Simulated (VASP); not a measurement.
# ZnS (R3m) in VASP: further runs

ZnS is run at these levels: PBEsol; tasks: single point.

Program: VASP 6.6.1. These are calculated values, not measurements. Logs are shortened: lines on timing, memory, paths and dates and some standing lists are left out, and cuts for length are marked.

## 1. The cell of the first run

Symmetry: R3m, No. 160, trigonal system. Conventional cell: a = 3.806 Å, b = 3.806 Å, c = 28.056 Å, α = 90.00°, β = 90.00°, γ = 120.00°. Within 3.1 Å of Zn (site symmetry 3m) lie 4 S at 2.33 to 2.34 Å. Zn (site symmetry 3m) has 4 S at 2.33 Å within 3.1 Å. Within 3.1 Å of Zn (site symmetry 3m) lie 4 S at 2.33 to 2.34 Å. Within 3.1 Å of S (site symmetry 3m) lie 4 Zn at 2.33 to 2.34 Å. Within 3.1 Å of S (site symmetry 3m) lie 4 Zn at 2.33 to 2.34 Å. Within 3.1 Å of S (site symmetry 3m) lie 4 Zn at 2.33 Å.

## 2. Single point, PBEsol

Contents of INCAR:

```
ALGO = Normal ; EDIFF = 1E-6
ENCUT = 520 ; GGA = PS
ISIF = 2 ; ISMEAR = 0
LASPH = True ; LCHARG = False
LREAL = False ; LWAVE = False
NBANDS = 36 ; NELM = 100
PREC = Accurate ; SIGMA = 0.01
```

Contents of KPOINTS:

```
k-points
0
Gamma
  6 6 6
```

Contents of POSCAR:

```
ZnS
1.0
    1.9030710000      1.0987390000      9.3519480000
   -1.9030710000      1.0987390000      9.3519480000
    0.0000000000     -2.1974770000      9.3519480000
Zn S
3 3
Direct
    0.9999710000      0.9999710000      0.9999710000
    0.2222690000      0.2222690000      0.2222690000
    0.4446130000      0.4446130000      0.4446130000
    0.0832670000      0.0832670000      0.0832670000
    0.5278420000      0.5278420000      0.5278420000
    0.3053630000      0.3053630000      0.3053630000
```

Potentials or basis: VASP PAW PBE potentials, release 64 (Zn, S).

Command:

```sh
> cat potpaw_PBE.64/Zn/POTCAR potpaw_PBE.64/S/POTCAR > POTCAR
> mpirun -np 1 vasp_std > vasp.out
```

OUTCAR:

```text
EDIFF = 1E-6
   ENCUT = 520
   GGA = PS
   ISIF = 2
   ISMEAR = 0
   LASPH = True
   LREAL = False
   NELM = 100
   PREC = Accurate

 ion  position               nearest neighbor table
   1  1.000  1.000  1.000-   6 2.33   6 2.33   6 2.33   4 2.34
   2  0.222  0.222  0.222-   6 2.33   5 2.33   5 2.33   5 2.33
   3  0.445  0.445  0.445-   4 2.33   4 2.33   4 2.33   5 2.34
   4  0.083  0.083  0.083-   3 2.33   3 2.33   3 2.33   1 2.34
   5  0.528  0.528  0.528-   2 2.33   2 2.33   2 2.33   3 2.34
   6  0.305  0.305  0.305-   2 2.33   1 2.33   1 2.33   1 2.33

  LATTYP: Found a trigonal (rhomboedric) cell.
 ALAT       =     9.6066559226
 COS(alpha) =     0.9215133891

  Lattice vectors:

 A1 = (   1.9030710000,   1.0987390000,   9.3519480000)
 A2 = (  -1.9030710000,   1.0987390000,   9.3519480000)
 A3 = (   0.0000000000,  -2.1974770000,   9.3519480000)

Analysis of symmetry for initial positions (statically):
=====================================================================
 Subroutine PRICEL returns:
 Original cell was already a primitive cell.

 Routine SETGRP: Setting up the symmetry group for a
 trigonal (rhombohedral) supercell.

 Subroutine GETGRP returns: Found  6 space group operations
 (whereof  6 operations were pure point group operations)
 out of a pool of 12 trial point group operations.

The static configuration has the point symmetry C_3v.

Analysis of symmetry for dynamics (positions and initial velocities):
=====================================================================
 Subroutine PRICEL returns:
 Original cell was already a primitive cell.

 Routine SETGRP: Setting up the symmetry group for a
 trigonal (rhombohedral) supercell.

 Subroutine GETGRP returns: Found  6 space group operations
 (whereof  6 operations were pure point group operations)
 out of a pool of 12 trial point group operations.

The dynamic configuration has the point symmetry C_3v.

 Subroutine INISYM returns: Found  6 space group operations
 (whereof  6 operations are pure point group operations),
 and found     1 'primitive' translations

----------------------------------------------------------------------------------------

                                     Primitive cell

  volume of cell :     117.3283

  direct lattice vectors                    reciprocal lattice vectors
     1.903071000  1.098739000  9.351948000     0.262733235  0.151689088  0.035643192
    -1.903071000  1.098739000  9.351948000    -0.262733235  0.151689088  0.035643192
     0.000000000 -2.197477000  9.351948000     0.000000000 -0.303378177  0.035643209

  length of vectors
     9.606655923  9.606655923  9.606655847     0.305464841  0.305464841  0.305464820

  position of ions in fractional coordinates (direct lattice)
     0.999971000  0.999971000  0.999971000
     0.222269000  0.222269000  0.222269000
     0.444613000  0.444613000  0.444613000
     0.083267000  0.083267000  0.083267000
     0.527842000  0.527842000  0.527842000
     0.305363000  0.305363000  0.305363000

  ion indices of the primitive-cell ions
   primitive index   ion index
                 1           1
                 2           2
                 3           3
                 4           4
                 5           5
                 6           6

----------------------------------------------------------------------------------------

 KPOINTS: k-points

Automatic generation of k-mesh.
 Grid dimensions read from file:
 generate k-points for:    6    6    6

 Generating k-lattice:

  Cartesian coordinates                     Fractional coordinates (reciprocal lattice)
     0.043788872  0.025281515  0.005940532     0.166666667  0.000000000 -0.000000000
    -0.043788872  0.025281515  0.005940532     0.000000000  0.166666667 -0.000000000
     0.000000000 -0.050563029  0.005940535     0.000000000  0.000000000  0.166666667

  Length of vectors
     0.050910807  0.050910807  0.050910803

  Shift w.r.t. Gamma in fractional coordinates (k-lattice)
     0.000000000  0.000000000  0.000000000

 Subroutine IBZKPT returns following result:
 ===========================================

 Found     32 irreducible k-points:

 Following reciprocal coordinates:
            Coordinates               Weight
  0.000000  0.000000  0.000000      1.000000
  0.166667 -0.000000 -0.000000      6.000000
  0.333333  0.000000 -0.000000      6.000000
  0.500000 -0.000000 -0.000000      3.000000
  0.166667  0.166667 -0.000000      6.000000
  0.333333  0.166667 -0.000000     12.000000
[... 16 lines left out ...]
  0.500000  0.500000  0.166667      6.000000
 -0.333333  0.500000  0.166667     12.000000
 [... further k-points ...]
   k-points           NKPTS =     32   k-points in BZ     NKDIM =     32   number of bands    NBANDS=     36
   number of dos      NEDOS =    301   number of ions     NIONS =      6
   total plane-waves  NPLWV = 373248
   dimension x,y,z NGX =    72 NGY =   72 NGZ =   72
   dimension x,y,z NGXF=   144 NGYF=  144 NGZF=  144
   ions per type =               3   3
   NGX,Y,Z   is equivalent  to a cutoff of  12.46, 12.46, 12.46 a.u.
   NGXF,Y,Z  is equivalent  to a cutoff of  24.92, 24.92, 24.92 a.u.
 SYSTEM =  unknown system
   PREC   = accura    normal or accurate (medium, high low for compatibility)
   ISTART =      0    job   : 0-new  1-cont  2-samecut
   ICHARG =      2    charge: 1-file 2-atom 10-const
   ISPIN  =      1    spin polarized calculation?
   LNONCOLLINEAR =      F non collinear calculations
   LSORBIT =      F    spin-orbit coupling
   LASPH  =      T    aspherical Exc in radial PAW
   ENCUT  =  520.0 eV  38.22 Ry    6.18 a.u.  17.86 17.86 17.86*2*pi/ulx,y,z
   NELM   =    100;   NELMIN=  2; NELMDL= -5     # of ELM steps
   EDIFF  = 0.1E-05   stopping-criterion for ELM
   LREAL  =      F    real-space projection
   EDIFFG = 0.1E-04   stopping-criterion for IOM
   NSW    =      0    number of steps for IOM
   IBRION =     -1    ionic relax: 0-MD 1-quasi-New 2-CG
   NFREE  =      0    steps in history (QN), initial steepest desc. (CG)
   ISIF   =      2    stress and relaxation
   ISYM   =      2    0-nonsym 1-usesym 2-fastsym
   POTIM  = 0.5000    time-step for ionic-motion
   TEBEG  =    0.0;   TEEND  =   0.0 temperature during run
   PSTRESS=    0.0 pullay stress
   NELECT =      54.0000    total number of electrons
   NUPDOWN=      -1.0000    fix difference up-down
   EMIN   =  10.00;   EMAX   =-10.00  energy-range for DOS
   EFERMI =   0.00;   METHOD = LEGACY
   ISMEAR =     0;   SIGMA  =   0.01  broadening in eV -4-tet -1-fermi 0-gaus
   EFERMI_NEDOS =   21; number of points for ismear=-14 and -15
   IALGO  =     38    algorithm
   IMIX   =      4    mixing-type and parameters
     AMIX     =   0.40;   BMIX     =  1.00
     AMIX_MAG =   1.60;   BMIX_MAG =  1.00
  volume/ion in A,a.u.               =      19.55       131.96
  Fermi-wavevector in a.u.,A,eV,Ry     =   1.263975  2.388567 21.737116  1.597633
  Thomas-Fermi vector in A             =   2.397304
   LORBIT       =      0    0 simple, 1 ext, 2 COOP (PROOUT), +10 PAW based schemes
   GGA     = PS    functional components
   LHFCALC =     F    Hartree Fock is set to
   AEXX    =    0.0000 exact exchange contribution
   IVDW    =     0    specifies the selected vdW correction
   LEPSILON=     F    determine dielectric tensor
   LRPA    =     F    only Hartree local field effects (RPA)
 non-spin polarized calculation
 Gauss-broadening in eV      SIGMA  =   0.01
  energy-cutoff  :      520.00
  volume of cell :      117.33
 maximum number of plane-waves:      3183
   NGX = 35   NGY = 35   NGZ = 35

 number of electron      53.9999979 magnetization

 Free energy of the ion-electron system (eV)
  ---------------------------------------------------
  ext. energy  EPLUGINS =         0.00000000
  ---------------------------------------------------
  free energy    TOTEN  =       -22.74609939 eV

  energy without entropy =      -22.74609939  energy(sigma->0) =      -22.74609939

 E-fermi :   2.2045     XC(G=0):  -9.8855

 val. band max:        2.1104591248   @ k =   0.0000   0.0000   0.0000
 cond. band min:       4.1715119794   @ k =   0.0000   0.0000   0.0000
 fundamental gap:      2.0610528546
 Fermi energy:         2.2044974172

 k-point     1 :       0.0000    0.0000    0.0000
  band No.  band energies     occupation
      1     -11.1251      2.00000
      2     -10.4424      2.00000
      3     -10.4320      2.00000
      4      -4.3043      2.00000
      5      -4.2943      2.00000
      6      -4.2943      2.00000
[... 28 lines left out ...]
     35       8.9399      0.00000
     36       9.3672      0.00000

 k-point     2 :       0.1667   -0.0000   -0.0000
  band No.  band energies     occupation
      1     -10.9351      2.00000
      2     -10.3532      2.00000
      3     -10.2606      2.00000
      4      -4.3114      2.00000
      5      -4.2759      2.00000
      6      -4.2591      2.00000
[... 28 lines left out ...]
     35       8.9964      0.00000
     36       9.7026      0.00000

 k-point     3 :       0.3333    0.0000   -0.0000
  band No.  band energies     occupation
      1     -10.4804      2.00000
      2     -10.0896      2.00000
      3      -9.9883      2.00000
      4      -4.3275      2.00000
      5      -4.2775      2.00000
      6      -4.2114      2.00000
[... 28 lines left out ...]
     35       9.8605      0.00000
     36      10.4271      0.00000
[... 742 lines left out ...]
 k-point    23 :       0.5000    0.5000    0.1667
  band No.  band energies     occupation
      1     -10.3864      2.00000
      2     -10.2895      2.00000
      3      -9.8823      2.00000
      4      -4.3391      2.00000
      5      -4.2752      2.00000
      6      -4.2132      2.00000
[... 28 lines left out ...]
     35       9.9069      0.00000
     36       9.9833      0.00000

 k-point    24 :      -0.3333    0.5000    0.1667
  band No.  band energies     occupation
      1     -10.0993      2.00000
      2     -10.0910      2.00000
      3      -9.8312      2.00000
      4      -4.2737      2.00000
      5      -4.2076      2.00000
      6      -4.1832      2.00000
[... 28 lines left out ...]
     35       9.6092      0.00000
     36      10.7318      0.00000

 [... further k-points ...]

------------------------ aborting loop because EDIFF is reached ----------------------------------------

  FORCE on cell =-STRESS in cart. coord.  units (eV):
  Direction    XX          YY          ZZ          XY          YZ          ZX
  --------------------------------------------------------------------------------------
  -------------------------------------------------------------------------------------
  Total       -0.8075659     -0.8075660     -0.8080572      0.0000000     -0.0000000      0.0000000
  in kB      -11.0277221    -11.0277243    -11.0344308      0.0000000     -0.0000004      0.0000000
  external PRESSURE =     -11.0299590 kB  Pullay stress =       0.0000000 kB

 VOLUME and BASIS-vectors are now :
 -----------------------------------------------------------------------------
  energy-cutoff  :      520.00
  volume of cell :      117.33
      direct lattice vectors                 reciprocal lattice vectors
     1.903071000  1.098739000  9.351948000     0.262733235  0.151689088  0.035643192
    -1.903071000  1.098739000  9.351948000    -0.262733235  0.151689088  0.035643192
     0.000000000 -2.197477000  9.351948000     0.000000000 -0.303378177  0.035643209

 POSITION                                       TOTAL-FORCE (eV/Angst)
 -----------------------------------------------------------------------------------
      0.00000      0.00000     28.05503        -0.000000     -0.000000     -0.001277
      0.00000      0.00000      6.23594        -0.000000      0.000000      0.000661
      0.00000      0.00000     12.47399        -0.000000     -0.000000     -0.010954
      0.00000      0.00000      2.33613        -0.000000      0.000000      0.003704
      0.00000      0.00000     14.80905         0.000000     -0.000000     -0.000044
      0.00000      0.00000      8.56722        -0.000000      0.000000      0.007911
 -----------------------------------------------------------------------------------
    total drift:                                0.000000      0.000002      0.000326

  FREE ENERGIE OF THE ION-ELECTRON SYSTEM (eV)
  ---------------------------------------------------
  free  energy   TOTEN  =       -22.7460993875 eV

  energy  without entropy=      -22.7460993875  energy(sigma->0) =      -22.74609939
```

Run time: 8.3 min. Hardware: 1 thread of Intel Xeon Platinum 8488C (Sapphire Rapids), shared host; peak memory 0.71 GiB.

Results:

- Free energy: -22.7461 eV
- Pressure: -1.1 GPa
- Largest force: 0.011 eV/Å
- Band gap on the k mesh: 2.06 eV, direct

Forces in eV/Å, atoms in the order of the input:
```
Zn   0.000  0.000 -0.001
Zn   0.000  0.000  0.001
Zn   0.000  0.000 -0.011
S    0.000  0.000  0.004
S    0.000  0.000  0.000
S    0.000  0.000  0.008
```

Caveat: the PAW data sets were made with another functional, which shifts forces and pressure a little. A k mesh can miss the band edges.

## 3. Single point, PBEsol

Contents of INCAR:

```
SYSTEM = ZnS
PREC     = Accurate       ! precision mode
ENCUT    = 520            ! plane-wave cutoff, eV
EDIFF    = 1E-7           ! SCF threshold, eV
ISMEAR   = 0              ! smearing method
SIGMA    = 0.01           ! smearing width, eV
LREAL    = .FALSE.        ! projectors in reciprocal space
LASPH    = .TRUE.         ! aspherical terms in the spheres
NELM     = 100            ! most SCF steps
ALGO     = Normal         ! electronic algorithm
ISIF     = 2              ! what is computed and relaxed
LWAVE    = .FALSE.        ! write WAVECAR
LCHARG   = .FALSE.        ! write CHGCAR
GGA      = PS             ! functional
NBANDS   = 36             ! bands
```

Contents of KPOINTS:

```
regular mesh
0
G
  6 6 6
  0 0 0
```

POSCAR is that of step 2.

Potentials or basis: VASP PAW PBE potentials, release 64 (Zn, S).

Command:

```sh
> cat potpaw_PBE.64/Zn/POTCAR potpaw_PBE.64/S/POTCAR > POTCAR
> mpirun -np 1 vasp_std > vasp.out
```

Wall time 10 min (1 thread of Intel Xeon Platinum 8488C (Sapphire Rapids), shared host); peak memory 0.72 GiB.

The run converged. Its results:

```yaml
Free_energy: -22.7461 eV
Pressure: -1.1 GPa
Largest_force: 0.011 eV/Å
Band_gap_on_the_k_mesh: 2.06 eV, direct
```

Forces in eV/Å, atoms in the order of the input:
```
Zn   0.000  0.000 -0.001
Zn   0.000  0.000  0.001
Zn   0.000  0.000 -0.011
S    0.000  0.000  0.004
S    0.000  0.000  0.000
S    0.000  0.000  0.008
```

Levels at points of the mesh, in eV from the valence-band top:
| k point | band 23 | band 24 | band 25 | band 26 | band 27 | band 28 | band 29 | band 30 | band 31 | band 32 |
| --- | --- | --- | --- | --- | --- | --- | --- | --- | --- | --- |
| (0.00, 0.00, 0.00) | -0.70 | -0.70 | -0.06 | 0.00 | 0.00 | 2.06 | 3.21 | 3.36 | 6.23 | 6.23 |
| (0.50, 0.00, 0.00) | -2.20 | -1.98 | -1.97 | -1.33 | -0.90 | 3.19 | 3.78 | 3.94 | 4.78 | 5.17 |
| (0.50, 0.50, 0.00) | -2.28 | -1.92 | -1.30 | -1.29 | -1.29 | 3.20 | 3.51 | 4.16 | 4.85 | 5.70 |
| (0.50, 0.50, 0.50) | -0.91 | -0.26 | -0.26 | -0.24 | -0.24 | 3.06 | 3.19 | 3.33 | 6.16 | 6.23 |

Caveat: the PAW data sets were made with another functional, which shifts forces and pressure a little. A k mesh can miss the band edges.
